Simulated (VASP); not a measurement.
Runs of VASP 6.6.1 on W. The structure is that of space group Fd-3m (No. 227), or close to it. The cells are those of the table. 

```tsv
task	cell	k mesh	cutoff (eV)	gap on the mesh (eV)	pressure (GPa)
single point	a = 4.343 Å, angles 60.0°, 2 atoms	10 × 10 × 10	520	none	(a)
single point	a = 4.182 Å, angles 60.0°, 2 atoms	15 × 15 × 15	520	none	0.8
single point	a = 4.182 Å, angles 60.0°, 2 atoms	10 × 10 × 10	520	none	0.8
relaxation of cell and atoms	relaxed from a = 3.926 Å, angles 60.0°, 2 atoms	10 × 10 × 10	600	none	0.0
single point	a = 4.008 Å, angles 60.0°, 2 atoms	10 × 10 × 10	520	none	19.3
```

Alike in all rows: level BLYP; potentials or basis VASP PAW PBE potentials, release 64 (W_sv); no spin polarisation; smearing fermi-dirac 0.1 eV.

Task: Estimate the missing entries.

Result: (a) -9.4.

Caveats: the PAW data sets were made with another functional, which shifts forces and pressure a little; spin-orbit coupling is left out, which moves the levels of the heavy elements.

A k mesh can miss the band edges, and the runs leave out spin-orbit coupling on W.

A gap of «none» marks levels without a gap at the run's occupations.
